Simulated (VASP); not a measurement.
# CrI3 (Pm-3m) in VASP: single point with PBE+U

Aim: the single point of CrI3 with PBE+U.

Everything below comes from runs of VASP 6.6.1. Logs are shortened: lines on timing, memory, paths and dates and some standing lists are left out, and cuts for length are marked.

## Step 1: The cell of the first run

The structure is cubic, space group Pm-3m (No. 221). Conventional cell: a = 5.549 Å, b = 5.549 Å, c = 5.549 Å, α = 90.00°, β = 90.00°, γ = 90.00°. Within 3.7 Å of Cr (site symmetry m-3m) lie 6 I at 2.77 Å. Within 3.7 Å of I (site symmetry 4/mmm) lie 2 Cr at 2.77 Å.

## Step 2: Single point, PBE+U, collinear spin, ferromagnetic start

INCAR

```
ALGO = Normal
EDIFF = 1E-6
ENCUT = 520
GGA = PE
ISIF = 2
ISMEAR = 0
ISPIN = 2
LASPH = True
LCHARG = False
LDAU = True
LDAUJ = 0 0
LDAUL = 2 -1
LDAUPRINT = 1
LDAUTYPE = 2
LDAUU = 6 0
LMAXMIX = 4
LORBIT = 11
LREAL = False
LWAVE = False
MAGMOM = 3 0 0 0
NBANDS = 28
NELM = 150
PREC = Accurate
SIGMA = 0.05
```

KPOINTS

```
k-points
0
Gamma
  6 6 6
```

POSCAR

```
CrI3
1.0
    5.5492397566      0.0000000000      0.0000000000
    0.0000000000      5.5492397566      0.0000000000
    0.0000000000      0.0000000000      5.5492397566
Cr I
1 3
Direct
    0.0000000000      0.0000000000      0.0000000000
    0.5000000000      0.0000000000      0.0000000000
    0.0000000000      0.0000000000      0.5000000000
    0.0000000000      0.5000000000      0.0000000000
```

Potentials or basis: VASP PAW PBE potentials, release 64 (Cr_pv, I).

Launch:

```
$ cat potpaw_PBE.64/Cr_pv/POTCAR potpaw_PBE.64/I/POTCAR > POTCAR
$ mpirun -np 1 vasp_std > vasp.out
```

OUTCAR:

```text
EDIFF = 1E-6
   ENCUT = 520
   GGA = PE
   ISIF = 2
   ISMEAR = 0
   ISPIN = 2
   LASPH = True
   LORBIT = 11
   LREAL = False
   NELM = 150
   PREC = Accurate

 ion  position               nearest neighbor table
   1  0.000  0.000  0.000-   2 2.77   3 2.77   4 2.77   3 2.77   4 2.77   2 2.77
   2  0.500  0.000  0.000-   1 2.77   1 2.77
   3  0.000  0.000  0.500-   1 2.77   1 2.77
   4  0.000  0.500  0.000-   1 2.77   1 2.77

  LATTYP: Found a simple cubic cell.
 ALAT       =     5.5492397566

  Lattice vectors:

 A1 = (   5.5492397566,   0.0000000000,   0.0000000000)
 A2 = (   0.0000000000,   5.5492397566,   0.0000000000)
 A3 = (   0.0000000000,   0.0000000000,   5.5492397566)

Analysis of symmetry for initial positions (statically):
=====================================================================
 Subroutine PRICEL returns:
 Original cell was already a primitive cell.

 Routine SETGRP: Setting up the symmetry group for a
 simple cubic supercell.

 Subroutine GETGRP returns: Found 48 space group operations
 (whereof 48 operations were pure point group operations)
 out of a pool of 48 trial point group operations.

The static configuration has the point symmetry O_h .

Analysis of symmetry for dynamics (positions and initial velocities):
=====================================================================
 Subroutine PRICEL returns:
 Original cell was already a primitive cell.

 Routine SETGRP: Setting up the symmetry group for a
 simple cubic supercell.

 Subroutine GETGRP returns: Found 48 space group operations
 (whereof 48 operations were pure point group operations)
 out of a pool of 48 trial point group operations.

The dynamic configuration has the point symmetry O_h .

Analysis of structural, dynamic, and magnetic symmetry:
=====================================================================
 Subroutine PRICEL returns:
 Original cell was already a primitive cell.

 Routine SETGRP: Setting up the symmetry group for a
 simple cubic supercell.

 Subroutine GETGRP returns: Found 48 space group operations
 (whereof 48 operations were pure point group operations)
 out of a pool of 48 trial point group operations.

The overall configuration has the point symmetry O_h .

 Subroutine INISYM returns: Found 48 space group operations
 (whereof 48 operations are pure point group operations),
 and found     1 'primitive' translations

----------------------------------------------------------------------------------------

                                     Primitive cell

  volume of cell :     170.8836

  direct lattice vectors                    reciprocal lattice vectors
     5.549239757  0.000000000  0.000000000     0.180204865  0.000000000  0.000000000
     0.000000000  5.549239757  0.000000000     0.000000000  0.180204865  0.000000000
     0.000000000  0.000000000  5.549239757     0.000000000  0.000000000  0.180204865

  length of vectors
     5.549239757  5.549239757  5.549239757     0.180204865  0.180204865  0.180204865

  position of ions in fractional coordinates (direct lattice)
     0.000000000  0.000000000  0.000000000
     0.500000000  0.000000000  0.000000000
     0.000000000  0.000000000  0.500000000
     0.000000000  0.500000000  0.000000000

  ion indices of the primitive-cell ions
   primitive index   ion index
                 1           1
                 2           2
                 3           3
                 4           4

----------------------------------------------------------------------------------------

 KPOINTS: k-points

Automatic generation of k-mesh.
 Grid dimensions read from file:
 generate k-points for:    6    6    6

 Generating k-lattice:

  Cartesian coordinates                     Fractional coordinates (reciprocal lattice)
     0.030034144  0.000000000  0.000000000     0.166666667  0.000000000  0.000000000
     0.000000000  0.030034144  0.000000000     0.000000000  0.166666667  0.000000000
     0.000000000  0.000000000  0.030034144     0.000000000  0.000000000  0.166666667

  Length of vectors
     0.030034144  0.030034144  0.030034144

  Shift w.r.t. Gamma in fractional coordinates (k-lattice)
     0.000000000  0.000000000  0.000000000

 Subroutine IBZKPT returns following result:
 ===========================================

 Found     20 irreducible k-points:

 Following reciprocal coordinates:
            Coordinates               Weight
  0.000000  0.000000  0.000000      1.000000
  0.166667  0.000000  0.000000      6.000000
  0.333333  0.000000  0.000000      6.000000
  0.500000  0.000000  0.000000      3.000000
  0.166667  0.166667  0.000000     12.000000
  0.333333  0.166667  0.000000     24.000000
[... 12 lines left out ...]
  0.500000  0.500000  0.333333      6.000000
  0.500000  0.500000  0.500000      1.000000
   k-points           NKPTS =     20   k-points in BZ     NKDIM =     20   number of bands    NBANDS=     28
   number of dos      NEDOS =    301   number of ions     NIONS =      4
   total plane-waves  NPLWV =  74088
   dimension x,y,z NGX =    42 NGY =   42 NGZ =   42
   dimension x,y,z NGXF=    84 NGYF=   84 NGZF=   84
   ions per type =               1   3
   NGX,Y,Z   is equivalent  to a cutoff of  12.58, 12.58, 12.58 a.u.
   NGXF,Y,Z  is equivalent  to a cutoff of  25.16, 25.16, 25.16 a.u.
 SYSTEM =  unknown system
   PREC   = accura    normal or accurate (medium, high low for compatibility)
   ISTART =      0    job   : 0-new  1-cont  2-samecut
   ICHARG =      2    charge: 1-file 2-atom 10-const
   ISPIN  =      2    spin polarized calculation?
   LNONCOLLINEAR =      F non collinear calculations
   LSORBIT =      F    spin-orbit coupling
   LASPH  =      T    aspherical Exc in radial PAW
   ENCUT  =  520.0 eV  38.22 Ry    6.18 a.u.  10.32 10.32 10.32*2*pi/ulx,y,z
   NELM   =    150;   NELMIN=  2; NELMDL= -5     # of ELM steps
   EDIFF  = 0.1E-05   stopping-criterion for ELM
   LREAL  =      F    real-space projection
   EDIFFG = 0.1E-04   stopping-criterion for IOM
   NSW    =      0    number of steps for IOM
   IBRION =     -1    ionic relax: 0-MD 1-quasi-New 2-CG
   NFREE  =      0    steps in history (QN), initial steepest desc. (CG)
   ISIF   =      2    stress and relaxation
   ISYM   =      2    0-nonsym 1-usesym 2-fastsym
   POTIM  = 0.5000    time-step for ionic-motion
   TEBEG  =    0.0;   TEEND  =   0.0 temperature during run
   PSTRESS=    0.0 pullay stress
   NELECT =      33.0000    total number of electrons
   NUPDOWN=      -1.0000    fix difference up-down
   EMIN   =  10.00;   EMAX   =-10.00  energy-range for DOS
   EFERMI =   0.00;   METHOD = LEGACY
   ISMEAR =     0;   SIGMA  =   0.05  broadening in eV -4-tet -1-fermi 0-gaus
   EFERMI_NEDOS =   21; number of points for ismear=-14 and -15
   IALGO  =     38    algorithm
   IMIX   =      4    mixing-type and parameters
     AMIX     =   0.40;   BMIX     =  1.00
     AMIX_MAG =   1.60;   BMIX_MAG =  1.00
  volume/ion in A,a.u.               =      42.72       288.29
  Fermi-wavevector in a.u.,A,eV,Ry     =   0.946265  1.788181 12.182887  0.895417
  Thomas-Fermi vector in A             =   2.074246
   LORBIT       =     11    0 simple, 1 ext, 2 COOP (PROOUT), +10 PAW based schemes
 LDA+U is selected, type is set to LDAUTYPE =  2
   angular momentum for each species LDAUL =     2   -1
   U (eV)           for each species LDAUU =   6.0  0.0
   J (eV)           for each species LDAUJ =   0.0  0.0
   GGA     = PE    functional components
   LHFCALC =     F    Hartree Fock is set to
   AEXX    =    0.0000 exact exchange contribution
   IVDW    =     0    specifies the selected vdW correction
   LEPSILON=     F    determine dielectric tensor
   LRPA    =     F    only Hartree local field effects (RPA)
 spin polarized calculation
 Gauss-broadening in eV      SIGMA  =   0.05
  energy-cutoff  :      520.00
  volume of cell :      170.88
 maximum number of plane-waves:      4636
 NGX is ok and might be reduce to    42
   NGX = 21   NGY = 21   NGZ = 21

atom =   1  type =  1  l = 2

 onsite density matrix

spin component  1

  0.9294  0.0000 -0.0000 -0.0000 -0.0000
  0.0000  0.9294 -0.0000 -0.0000 -0.0000
 -0.0000 -0.0000  0.6021 -0.0000 -0.0000
 -0.0000 -0.0000 -0.0000  0.9294 -0.0000
 -0.0000 -0.0000 -0.0000 -0.0000  0.6021

spin component  2

  0.0150  0.0000  0.0000 -0.0000  0.0000
  0.0000  0.0150  0.0000  0.0000  0.0000
  0.0000  0.0000  0.0630  0.0000  0.0000
 -0.0000  0.0000  0.0000  0.0150  0.0000
  0.0000  0.0000  0.0000  0.0000  0.0630

 occupancies and eigenvectors

  o =  0.0150  v =  0.0000  0.0000  0.0000  0.0000  0.0000  1.0000  0.0000  0.0000  0.0000  0.0000      0.0000  0.0000  0.0000  0.0000  0.0000  0.0000  0.0000  0.0000  0.0000  0.0000
  o =  0.0150  v =  0.0000  0.0000  0.0000  0.0000  0.0000  0.0000  0.0206  0.0000 -0.9998  0.0000      0.0000  0.0000  0.0000  0.0000  0.0000  0.0000  0.0000  0.0000  0.0000  0.0000
  o =  0.0150  v =  0.0000  0.0000  0.0000  0.0000  0.0000  0.0000 -0.9998 -0.0000 -0.0206 -0.0000      0.0000  0.0000  0.0000  0.0000  0.0000  0.0000  0.0000  0.0000  0.0000  0.0000
  o =  0.0630  v =  0.0000  0.0000  0.0000  0.0000  0.0000  0.0000  0.0000  0.6427 -0.0000 -0.7661      0.0000  0.0000  0.0000  0.0000  0.0000  0.0000  0.0000  0.0000  0.0000  0.0000
  o =  0.0630  v =  0.0000  0.0000  0.0000  0.0000  0.0000  0.0000  0.0000 -0.7661 -0.0000 -0.6427      0.0000  0.0000  0.0000  0.0000  0.0000  0.0000  0.0000  0.0000  0.0000  0.0000
  o =  0.6021  v =  0.0000 -0.0000 -0.0408  0.0000  0.9992  0.0000  0.0000  0.0000  0.0000  0.0000      0.0000  0.0000  0.0000  0.0000  0.0000  0.0000  0.0000  0.0000  0.0000  0.0000
  o =  0.6021  v =  0.0000 -0.0000  0.9992  0.0000  0.0408  0.0000  0.0000  0.0000  0.0000  0.0000      0.0000  0.0000  0.0000  0.0000  0.0000  0.0000  0.0000  0.0000  0.0000  0.0000
  o =  0.9294  v =  0.0000  0.9084  0.0000  0.4181  0.0000  0.0000  0.0000  0.0000  0.0000  0.0000      0.0000  0.0000  0.0000  0.0000  0.0000  0.0000  0.0000  0.0000  0.0000  0.0000
  o =  0.9294  v =  1.0000  0.0000  0.0000  0.0000  0.0000  0.0000  0.0000  0.0000  0.0000  0.0000      0.0000  0.0000  0.0000  0.0000  0.0000  0.0000  0.0000  0.0000  0.0000  0.0000
  o =  0.9294  v =  0.0000 -0.4181 -0.0000  0.9084 -0.0000  0.0000  0.0000  0.0000  0.0000  0.0000      0.0000  0.0000  0.0000  0.0000  0.0000  0.0000  0.0000  0.0000  0.0000  0.0000

 number of electron      33.0000015 magnetization       3.1728717

 Free energy of the ion-electron system (eV)
  ---------------------------------------------------
  ext. energy  EPLUGINS =         0.00000000
  ---------------------------------------------------
  free energy    TOTEN  =       -11.55299850 eV

  energy without entropy =      -11.55102383  energy(sigma->0) =      -11.55201116

 E-fermi :   1.4543     XC(G=0):  -7.4283

 val. band max:        1.4535277084   @ k =   0.5000   0.3333   0.3333
 cond. band min:       1.4655697346   @ k =   0.3333   0.3333   0.3333
 fundamental gap:      0.0120420262
 Fermi energy:         1.4543400378

 spin component 1

 k-point     1 :       0.0000    0.0000    0.0000
  band No.  band energies     occupation
      1     -42.2150      1.00000
      2     -42.2149      1.00000
      3     -42.2149      1.00000
      4     -10.9570      1.00000
      5      -9.9252      1.00000
      6      -9.9252      1.00000
[... 609 lines left out ...]
     27      10.3942      0.00000
     28      10.3942      0.00000
 Fermi energy:         1.4543400378

 spin component 2

 k-point     1 :       0.0000    0.0000    0.0000
  band No.  band energies     occupation
      1     -38.3710      1.00000
      2     -38.3710      1.00000
      3     -38.3710      1.00000
      4     -11.1112      1.00000
      5     -10.0847      1.00000
      6     -10.0847      1.00000
[... 609 lines left out ...]
     27      10.2843      0.00000
     28      10.8189      0.00000

------------------------ aborting loop because EDIFF is reached ----------------------------------------

  FORCE on cell =-STRESS in cart. coord.  units (eV):
  Direction    XX          YY          ZZ          XY          YZ          ZX
  --------------------------------------------------------------------------------------
  -------------------------------------------------------------------------------------
  Total        1.9608098      1.9608098      1.9608098     -0.0000000     -0.0000000     -0.0000000
  in kB       18.3842360     18.3842360     18.3842360     -0.0000000     -0.0000000     -0.0000000
  external PRESSURE =      18.3842360 kB  Pullay stress =       0.0000000 kB

 VOLUME and BASIS-vectors are now :
 -----------------------------------------------------------------------------
  energy-cutoff  :      520.00
  volume of cell :      170.88
      direct lattice vectors                 reciprocal lattice vectors
     5.549239757  0.000000000  0.000000000     0.180204865  0.000000000  0.000000000
     0.000000000  5.549239757  0.000000000     0.000000000  0.180204865  0.000000000
     0.000000000  0.000000000  5.549239757     0.000000000  0.000000000  0.180204865

 POSITION                                       TOTAL-FORCE (eV/Angst)
 -----------------------------------------------------------------------------------
      0.00000      0.00000      0.00000         0.000000      0.000000      0.000000
      2.77462      0.00000      0.00000         0.000000      0.000000      0.000000
      0.00000      0.00000      2.77462         0.000000      0.000000      0.000000
      0.00000      2.77462      0.00000         0.000000      0.000000      0.000000
 -----------------------------------------------------------------------------------
    total drift:                               -0.000000     -0.000000     -0.000000

  FREE ENERGIE OF THE ION-ELECTRON SYSTEM (eV)
  ---------------------------------------------------
  free  energy   TOTEN  =       -11.5529984974 eV

  energy  without entropy=      -11.5510238276  energy(sigma->0) =      -11.55201116

 total charge

# of ion       s       p       d       tot
------------------------------------------
    1        0.211   6.152   4.142  10.505
    2        1.513   2.767   0.015   4.295
    3        1.513   2.767   0.015   4.295
    4        1.513   2.767   0.015   4.295
--------------------------------------------------
tot          4.750  14.453   4.187  23.390

 magnetization (x)

# of ion       s       p       d       tot
------------------------------------------
    1        0.043   0.017   3.808   3.868
    2       -0.005  -0.222   0.005  -0.221
    3       -0.005  -0.222   0.005  -0.221
    4       -0.005  -0.222   0.005  -0.221
--------------------------------------------------
tot          0.029  -0.648   3.823   3.204
```

Run time: 2.7 min. Hardware: 1 thread of Intel Xeon Platinum 8559C (Emerald Rapids), shared host; peak memory 0.38 GiB.

What came out:

```yaml
Free_energy: -11.5530 eV
Pressure: 1.8 GPa
Net_moment: 3.17 μB per cell
Site_moments: Cr +3.87; I -0.22 μB
Valence_electrons_inside_the_program's_atomic_spheres: Cr 10.51; I 4.29
```

Levels at points of the mesh, in eV from the Fermi level:
Spin up:
```csv
k point,band 15,band 16,band 17,band 18,band 19,band 20,band 21,band 22
"(0.00, 0.00, 0.00)",-0.72,-0.72,-0.72,-0.28,-0.28,-0.28,2.01,4.91
"(0.50, 0.00, 0.00)",-0.96,-0.80,-0.80,-0.45,-0.45,-0.12,5.24,6.14
"(0.50, 0.50, 0.00)",-1.31,-0.77,-0.77,-0.68,0.30,2.17,5.97,5.97
"(0.50, 0.50, 0.50)",-1.61,0.32,0.32,0.32,2.19,2.19,5.00,5.17
```
Spin down:
```
           k point  band 13  band 14  band 15  band 16  band 17  band 18
(0.00, 0.00, 0.00)    -0.48    -0.48    -0.48     3.22     3.84     3.84
(0.50, 0.00, 0.00)    -1.13    -0.64    -0.64     3.92     4.08     4.66
(0.50, 0.50, 0.00)    -1.46    -1.46     0.11     4.47     5.22     5.22
(0.50, 0.50, 0.50)     0.12     0.12     0.12     4.94     5.62     5.62
```

Eigenvalues of the final occupation matrices:
```
    site  spin  trace               eigenvalues
site 1 d     1   3.99  0.60 0.60 0.93 0.93 0.93
site 1 d     2   0.17  0.01 0.01 0.01 0.06 0.06
```

Caveat: an empty level that is flat over the whole mesh can mark a ghost state of the potentials, or a narrow d or f band; spin-orbit coupling is left out, which moves the levels of the heavy elements. The state reached can hang on the start; a lower one may exist.
